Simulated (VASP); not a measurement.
# Mg6ZrNb (Amm2) in VASP: a series of runs

Mg6ZrNb is run at these levels: PBE; tasks: single point.

All numbers are computed with VASP 6.6.1; they aren't measurements. Logs are shortened: lines on timing, memory, paths and dates and some standing lists are left out, and cuts for length are marked.

### Step 1. The cell of the first run

The structure is orthorhombic, space group Amm2 (No. 38). Conventional cell: a = 4.983 Å, b = 6.175 Å, c = 11.289 Å, α = 90.00°, β = 90.00°, γ = 90.00°. Within 3.9 Å of Mg (site symmetry m) lie 8 Mg at 2.98 to 3.29 Å and 2 Zr at 2.99 to 3.45 Å and 2 Nb at 3.23 Å. Within 4.0 Å of Mg (site symmetry mm2) lie 10 Mg at 3.04 to 3.29 Å and 2 Zr at 3.10 Å. Within 3.9 Å of Mg (site symmetry m) lie 8 Mg at 2.98 to 3.27 Å and 2 Nb at 3.00 to 3.43 Å and 2 Zr at 3.24 Å. Within 4.0 Å of Mg (site symmetry mm2) lie 10 Mg at 3.04 to 3.27 Å and 2 Nb at 3.10 Å. Zr (site symmetry mm2) has 2 Nb at 2.75 Å and 10 Mg at 2.99 to 3.45 Å within 3.6 Å. Within 3.6 Å of Nb (site symmetry mm2) lie 2 Zr at 2.75 Å and 10 Mg at 3.00 to 3.43 Å.

### Step 2. Single point, PBE

File INCAR:

```
SYSTEM = Mg6ZrNb
  ALGO = Normal
  EDIFF = 1E-7
  ENCUT = 520
  GGA = PE
  ISIF = 2
  ISMEAR = 0
  ISYM = 0
  LASPH = .TRUE.
  LCHARG = .TRUE.
  LELF = .TRUE.
  LREAL = .FALSE.
  LVHAR = .TRUE.
  LWAVE = .FALSE.
  NBANDS = 28
  NELECT = 37.1
  NELM = 60
  PREC = Accurate
  SIGMA = 0.1
```

File KPOINTS:

```
k-points
0
G
  2 4 1
  0 0 0
```

File POSCAR:

```
Mg6ZrNb
1.0
    4.9831430000      0.0000000000      0.0000000000
    0.0000000000      3.0872980000      5.6443160000
    0.0000000000     -3.0872980000      5.6443160000
Mg Zr Nb
6 1 1
Direct
    0.0000000000      0.3293170000      0.8157870000
    0.0000000000      0.8157870000      0.3293170000
    0.0000000000      0.3278270000      0.3278270000
    0.5000000000      0.1727760000      0.6818280000
    0.5000000000      0.6818280000      0.1727760000
    0.5000000000      0.1732160000      0.1732160000
    0.0000000000      0.8016010000      0.8016010000
    0.5000000000      0.6976490000      0.6976490000
```

Potentials or basis: VASP PAW PBE potentials, release 64 (Mg, Zr_sv, Nb_sv).

Command:

```sh
$ cat potpaw_PBE.64/Mg/POTCAR potpaw_PBE.64/Zr_sv/POTCAR potpaw_PBE.64/Nb_sv/POTCAR > POTCAR
$ mpirun -np 1 vasp_std > vasp.out
```

OUTCAR:

```text
SYSTEM = Mg6ZrNb
   EDIFF = 1E-7
   ENCUT = 520
   GGA = PE
   ISIF = 2
   ISMEAR = 0
   ISYM = 0
   LASPH = .TRUE.
   LREAL = .FALSE.
   NELECT = 37.1
   NELM = 60
   PREC = Accurate

 ion  position               nearest neighbor table
   1  0.000  0.329  0.816-   4 2.98   4 2.98   7 2.99   2 3.00   3 3.14   6 3.16   6 3.16   2 3.17
                             8 3.23   8 3.23   3 3.29   7 3.45
   2  0.000  0.816  0.329-   5 2.98   5 2.98   7 2.99   1 3.00   3 3.14   6 3.16   6 3.16   1 3.17
                             8 3.23   8 3.23   3 3.29   7 3.45
   3  0.000  0.328  0.328-   6 3.04   6 3.04   7 3.10   7 3.10   1 3.14   2 3.14   4 3.15   4 3.15
                             5 3.15   5 3.15   1 3.29   2 3.29
   4  0.500  0.173  0.682-   1 2.98   1 2.98   8 3.00   5 3.03   5 3.14   3 3.15   3 3.15   6 3.16
                             7 3.24   7 3.24   6 3.27
   5  0.500  0.682  0.173-   2 2.98   2 2.98   8 3.00   4 3.03   4 3.14   3 3.15   3 3.15   6 3.16
                             7 3.24   7 3.24   6 3.27
   6  0.500  0.173  0.173-   3 3.04   3 3.04   8 3.10   8 3.10   5 3.16   4 3.16   1 3.16   1 3.16
                             2 3.16   2 3.16   4 3.27   5 3.27
   7  0.000  0.802  0.802-   8 2.75   8 2.75   1 2.99   2 2.99   3 3.10   3 3.10   4 3.24   4 3.24
                             5 3.24   5 3.24   2 3.45   1 3.45
   8  0.500  0.698  0.698-   7 2.75   7 2.75   4 3.00   5 3.00   6 3.10   6 3.10   1 3.23   1 3.23
                             2 3.23   2 3.23

IMPORTANT INFORMATION: All symmetrisations will be switched off!
NOSYMM: (Re-)initialisation of all symmetry stuff for point group C_1.

----------------------------------------------------------------------------------------

                                     Primitive cell

  volume of cell :     173.6694

  direct lattice vectors                    reciprocal lattice vectors
     4.983143000  0.000000000  0.000000000     0.200676561  0.000000000  0.000000000
     0.000000000  3.087298000  5.644316000     0.000000000  0.161953916  0.088584693
     0.000000000 -3.087298000  5.644316000     0.000000000 -0.161953916  0.088584693

  length of vectors
     4.983143000  6.433483664  6.433483664     0.200676561  0.184597721  0.184597721

  position of ions in fractional coordinates (direct lattice)
     0.000000000  0.329317000  0.815787000
     0.000000000  0.815787000  0.329317000
     0.000000000  0.327827000  0.327827000
     0.500000000  0.172776000  0.681828000
     0.500000000  0.681828000  0.172776000
     0.500000000  0.173216000  0.173216000
     0.000000000  0.801601000  0.801601000
     0.500000000  0.697649000  0.697649000

  ion indices of the primitive-cell ions
   primitive index   ion index
                 1           1
                 2           2
                 3           3
                 4           4
                 5           5
                 6           6
                 7           7
                 8           8

----------------------------------------------------------------------------------------

 KPOINTS: k-points

Automatic generation of k-mesh.
 Grid dimensions read from file:
 generate k-points for:    2    4    1

 Generating k-lattice:

  Cartesian coordinates                     Fractional coordinates (reciprocal lattice)
     0.100338280  0.000000000  0.000000000     0.500000000  0.000000000  0.000000000
     0.000000000  0.040488479  0.022146173     0.000000000  0.250000000 -0.000000000
     0.000000000 -0.161953916  0.088584693     0.000000000 -0.000000000  1.000000000

  Length of vectors
     0.100338280  0.046149430  0.184597721

  Shift w.r.t. Gamma in fractional coordinates (k-lattice)
     0.000000000  0.000000000  0.000000000

 -----------------------------------------------------------------------------
|                                                                             |
|           W    W    AA    RRRRR   N    N  II  N    N   GGGG   !!!           |
|           W    W   A  A   R    R  NN   N  II  NN   N  G    G  !!!           |
|           W    W  A    A  R    R  N N  N  II  N N  N  G       !!!           |
|           W WW W  AAAAAA  RRRRR   N  N N  II  N  N N  G  GGG   !            |
|           WW  WW  A    A  R   R   N   NN  II  N   NN  G    G                |
|           W    W  A    A  R    R  N    N  II  N    N   GGGG   !!!           |
|                                                                             |
|     Your reciprocal lattice and k-lattice belong to different lattice       |
|     classes:                                                                |
|                                                                             |
|        The reciprocal lattice is base centered orthorhombic,                |
|        whereas your k-lattice is simple monoclinic.                         |
|                                                                             |
|     Results are often still useful ...                                      |
|                                                                             |
 -----------------------------------------------------------------------------

 WARNING: IBZKPT: internal override: KBLOWUP is changed to .FALSE.
      ... skipping the blow-up phase ...

 Subroutine IBZKPT returns following result:
 ===========================================

 Found      6 irreducible k-points:

 Following reciprocal coordinates:
            Coordinates               Weight
  0.000000  0.000000  0.000000      1.000000
  0.500000  0.000000  0.000000      1.000000
  0.000000  0.250000  0.000000      2.000000
  0.500000  0.250000  0.000000      2.000000
  0.000000  0.500000  0.000000      1.000000
  0.500000  0.500000  0.000000      1.000000
   k-points           NKPTS =      6   k-points in BZ     NKDIM =      6   number of bands    NBANDS=     28
   number of dos      NEDOS =    301   number of ions     NIONS =      8
   total plane-waves  NPLWV =  92160
   dimension x,y,z NGX =    40 NGY =   48 NGZ =   48
   dimension x,y,z NGXF=    80 NGYF=   96 NGZF=   96
   ions per type =               6   1   1
   NGX,Y,Z   is equivalent  to a cutoff of  13.34, 12.40, 12.40 a.u.
   NGXF,Y,Z  is equivalent  to a cutoff of  26.69, 24.81, 24.81 a.u.
 SYSTEM =  Mg6ZrNb
   PREC   = accura    normal or accurate (medium, high low for compatibility)
   ISTART =      0    job   : 0-new  1-cont  2-samecut
   ICHARG =      2    charge: 1-file 2-atom 10-const
   ISPIN  =      1    spin polarized calculation?
   LNONCOLLINEAR =      F non collinear calculations
   LSORBIT =      F    spin-orbit coupling
   LASPH  =      T    aspherical Exc in radial PAW
   ENCUT  =  520.0 eV  38.22 Ry    6.18 a.u.   9.27 11.96 11.96*2*pi/ulx,y,z
   NELM   =     60;   NELMIN=  2; NELMDL= -5     # of ELM steps
   EDIFF  = 0.1E-06   stopping-criterion for ELM
   LREAL  =      F    real-space projection
   EDIFFG = 0.1E-05   stopping-criterion for IOM
   NSW    =      0    number of steps for IOM
   IBRION =     -1    ionic relax: 0-MD 1-quasi-New 2-CG
   NFREE  =      0    steps in history (QN), initial steepest desc. (CG)
   ISIF   =      2    stress and relaxation
   ISYM   =      0    0-nonsym 1-usesym 2-fastsym
   POTIM  = 0.5000    time-step for ionic-motion
   TEBEG  =    0.0;   TEEND  =   0.0 temperature during run
   PSTRESS=    0.0 pullay stress
   NELECT =      37.1000    total number of electrons
   NUPDOWN=      -1.0000    fix difference up-down
   EMIN   =  10.00;   EMAX   =-10.00  energy-range for DOS
   EFERMI =   0.00;   METHOD = LEGACY
   ISMEAR =     0;   SIGMA  =   0.10  broadening in eV -4-tet -1-fermi 0-gaus
   EFERMI_NEDOS =   21; number of points for ismear=-14 and -15
   IALGO  =     38    algorithm
   IMIX   =      4    mixing-type and parameters
     AMIX     =   0.40;   BMIX     =  1.00
     AMIX_MAG =   1.60;   BMIX_MAG =  1.00
  volume/ion in A,a.u.               =      21.71       146.50
  Fermi-wavevector in a.u.,A,eV,Ry     =   0.978645  1.849370 13.030919  0.957746
  Thomas-Fermi vector in A             =   2.109436
   LORBIT       =      0    0 simple, 1 ext, 2 COOP (PROOUT), +10 PAW based schemes
   GGA     = PE    functional components
   LHFCALC =     F    Hartree Fock is set to
   AEXX    =    0.0000 exact exchange contribution
   IVDW    =     0    specifies the selected vdW correction
   LEPSILON=     F    determine dielectric tensor
   LRPA    =     F    only Hartree local field effects (RPA)
 non-spin polarized calculation
 Gauss-broadening in eV      SIGMA  =   0.10
  energy-cutoff  :      520.00
  volume of cell :      173.67
 maximum number of plane-waves:      4676
 NGX is ok and might be reduce to    40
   NGX = 19   NGY = 23   NGZ = 23

 number of electron      37.1000001 magnetization

 Free energy of the ion-electron system (eV)
  ---------------------------------------------------
  ext. energy  EPLUGINS =         0.00000000
  ---------------------------------------------------
  free energy    TOTEN  =       -25.30055723 eV

  energy without entropy =      -25.25532388  energy(sigma->0) =      -25.27794056

 E-fermi :   4.2241     XC(G=0):  -9.3791

 val. band max:        4.1744712967   @ k =   0.0000   0.5000   0.0000
 cond. band min:       4.2614824576   @ k =   0.5000   0.2500   0.0000
 fundamental gap:      0.0870111609
 Fermi energy:         4.2241462421

 k-point     1 :       0.0000    0.0000    0.0000
  band No.  band energies     occupation
      1     -50.4950      2.00000
      2     -44.5867      2.00000
      3     -26.6666      2.00000
      4     -26.6094      2.00000
      5     -26.4900      2.00000
      6     -22.7405      2.00000
[... 20 lines left out ...]
     27       7.1735      0.00000
     28       7.5988      0.00000

 k-point     2 :       0.5000    0.0000    0.0000
  band No.  band energies     occupation
      1     -50.4941      2.00000
      2     -44.5897      2.00000
      3     -26.6859      2.00000
      4     -26.5565      2.00000
      5     -26.4885      2.00000
      6     -22.7096      2.00000
[... 116 lines left out ...]
 k-point     6 :       0.5000    0.5000    0.0000
  band No.  band energies     occupation
      1     -50.4940      2.00000
      2     -44.5897      2.00000
      3     -26.6860      2.00000
      4     -26.5565      2.00000
      5     -26.4888      2.00000
      6     -22.7097      2.00000
[... 20 lines left out ...]
     27       7.8709      0.00000
     28       7.9891      0.00000

------------------------ aborting loop because EDIFF is reached ----------------------------------------

  FORCE on cell =-STRESS in cart. coord.  units (eV):
  Direction    XX          YY          ZZ          XY          YZ          ZX
  --------------------------------------------------------------------------------------
  -------------------------------------------------------------------------------------
  Total        0.4224030     -0.2966316      4.5201890     -0.0000025     -3.8651562      0.0000107
  in kB        3.8968559     -2.7365586     41.7007588     -0.0000230    -35.6577893      0.0000985
  external PRESSURE =      14.2870187 kB  Pullay stress =       0.0000000 kB

 VOLUME and BASIS-vectors are now :
 -----------------------------------------------------------------------------
  energy-cutoff  :      520.00
  volume of cell :      173.67
      direct lattice vectors                 reciprocal lattice vectors
     4.983143000  0.000000000  0.000000000     0.200676561  0.000000000  0.000000000
     0.000000000  3.087298000  5.644316000     0.000000000  0.161953916  0.088584693
     0.000000000 -3.087298000  5.644316000     0.000000000 -0.161953916  0.088584693

 POSITION                                       TOTAL-FORCE (eV/Angst)
 -----------------------------------------------------------------------------------
      0.00000     -1.50188      6.46333        -0.000000     -0.108056     -0.258945
      0.00000      1.50188      6.46333        -0.000000      0.085784     -0.002043
      0.00000      0.00000      3.70072        -0.000001     -0.087870     -0.056678
      2.49157     -1.57160      4.82366        -0.000001      0.160429      0.244240
      2.49157      1.57160      4.82366        -0.000001     -0.141901      0.005850
      2.49157      0.00000      1.95537        -0.000001      0.034771      0.099891
      0.00000      0.00000      9.04898        -0.000004     -0.079218      0.504296
      2.49157      0.00000      7.87550         0.000008      0.136062     -0.536610
 -----------------------------------------------------------------------------------
    total drift:                                0.000005      0.000014     -0.000230

  FREE ENERGIE OF THE ION-ELECTRON SYSTEM (eV)
  ---------------------------------------------------
  free  energy   TOTEN  =       -25.3005572277 eV

  energy  without entropy=      -25.2553238850  energy(sigma->0) =      -25.27794056
```

It took 91 s on 1 thread of Intel Xeon 8259CL, shared host; peak memory 0.29 GiB.

Results:

```
Free energy   : -25.3006 eV
Largest force : 0.554 eV/Å
```

Forces in eV/Å, atoms in the order of the input:
```
Mg   0.000 -0.108 -0.259
Mg   0.000  0.086 -0.002
Mg   0.000 -0.088 -0.057
Mg   0.000  0.160  0.244
Mg   0.000 -0.142  0.006
Mg   0.000  0.035  0.100
Zr   0.000 -0.079  0.504
Nb   0.000  0.136 -0.537
```

Caveat: the k points lie up to 0.98 Å⁻¹ apart; the cell carries a net charge on a neutralising background, which shifts energy and pressure; the cell is charged against a uniform background, so pressure and absolute levels hang on convention.

### Step 3. Single point, PBE

File INCAR:

```
SYSTEM = Mg6ZrNb
PREC = Accurate ; ENCUT = 520
EDIFF = 1E-6 ; ISMEAR = 0
SIGMA = 0.1 ; LREAL = .False.
LASPH = .True. ; NELM = 80
ALGO = Fast ; ISIF = 2
LWAVE = .False. ; LCHARG = .True.
GGA = PE ; LELF = .True.
LVHAR = .True. ; NBANDS = 28
```

File KPOINTS:

```
Automatic mesh
0
Gamma
  4 4 4
  0 0 0
```

POSCAR is that of step 2.

Potentials or basis: VASP PAW PBE potentials, release 64 (Mg, Zr_sv, Nb_sv).

Command:

```sh
$ cat potpaw_PBE.64/Mg/POTCAR potpaw_PBE.64/Zr_sv/POTCAR potpaw_PBE.64/Nb_sv/POTCAR > POTCAR
$ mpirun -np 1 vasp_std > vasp.out
```

Run time: 7.4 min. Hardware: 1 thread of Intel Xeon 8259CL, shared host; peak memory 0.36 GiB.

The run converged. Its results:

* Free energy: -26.7660 eV
* Pressure: -0.3 GPa
* Largest force: 0.087 eV/Å
* Band gap on the k mesh: zero (an odd number of electrons rules out a gap without spin polarisation)

Forces in eV/Å, atoms in the order of the input:
```
Mg   0.000  0.003 -0.087
Mg   0.000 -0.003 -0.087
Mg   0.000  0.000  0.077
Mg   0.000  0.010  0.070
Mg   0.000 -0.010  0.070
Mg   0.000  0.000 -0.028
Zr   0.000  0.000 -0.010
Nb   0.000  0.000 -0.003
```

Stress tensor (GPa, compression positive):
```
-1.11  0.00  0.00
 0.00  0.28  0.00
 0.00  0.00 -0.14
```

Levels at points of the mesh, in eV from the Fermi level:
| k point | band 16 | band 17 | band 18 | band 19 | band 20 | band 21 |
| --- | --- | --- | --- | --- | --- | --- |
| (0.00, 0.00, 0.00) | -1.11 | -0.84 | -0.59 | 0.18 | 0.63 | 0.74 |
| (0.50, 0.00, 0.00) | -0.95 | -0.82 | -0.76 | -0.51 | -0.49 | 0.42 |
| (0.00, 0.50, 0.00) | -0.21 | 0.03 | 0.22 | 0.30 | 0.84 | 0.93 |
| (0.50, 0.50, 0.00) | -1.49 | -0.71 | -0.66 | -0.10 | 0.16 | 0.96 |
| (0.00, 0.50, 0.50) | -0.60 | -0.16 | 0.02 | 0.25 | 0.30 | 0.96 |
| (0.50, 0.50, 0.50) | -1.44 | -0.80 | -0.75 | -0.58 | -0.43 | 1.30 |
